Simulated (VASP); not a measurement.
A run of VASP 6.6.1 is set up as follows.

File INCAR:

```
ALGO = Normal
EDIFF = 1E-6
ENCUT = 520
GGA = PS
ISIF = 2
ISMEAR = 0
LASPH = True
LCHARG = False
LREAL = False
LWAVE = False
NBANDS = 24
NELM = 60
PREC = Accurate
SIGMA = 0.15
```

KPOINTS

```
k-points
0
Gamma
  18 18 8
```

POSCAR

```
TaN
1.0
    3.3751591897      0.0000000000      0.0000000000
   -1.6875795949      2.9229736001      0.0000000000
    0.0000000000      0.0000000000      5.7991985198
Ta N
2 2
Direct
    0.3333333333      0.6666666667      0.0301041378
    0.6666666667      0.3333333333      0.5301041378
    0.3333333333      0.6666666667      0.3548958622
    0.6666666667      0.3333333333      0.8548958622
```

Potentials or basis: VASP PAW PBE potentials, release 64 (Ta_pv, N).

Command:

```sh
$ cat potpaw_PBE.64/Ta_pv/POTCAR potpaw_PBE.64/N/POTCAR > POTCAR
$ mpirun -np 1 vasp_std > vasp.out
```

Problem. Estimate the band gap on the k mesh.

Solution. Zero (bands 16 and 17 overlap by 0.76 eV).

Problem. What does it give for the largest force?

Solution. 2.241 eV/Å.

Problem. Estimate the pressure.

Solution. -14.8 GPa.

Stress tensor (GPa, compression positive):
```
-26.20   0.00   0.00
  0.00 -26.20   0.00
  0.00   0.00   8.15
```

Caveat: the cell stands under tension; the PAW data sets were made with another functional, which shifts forces and pressure a little; spin-orbit coupling is left out, which moves the levels of the heavy elements.
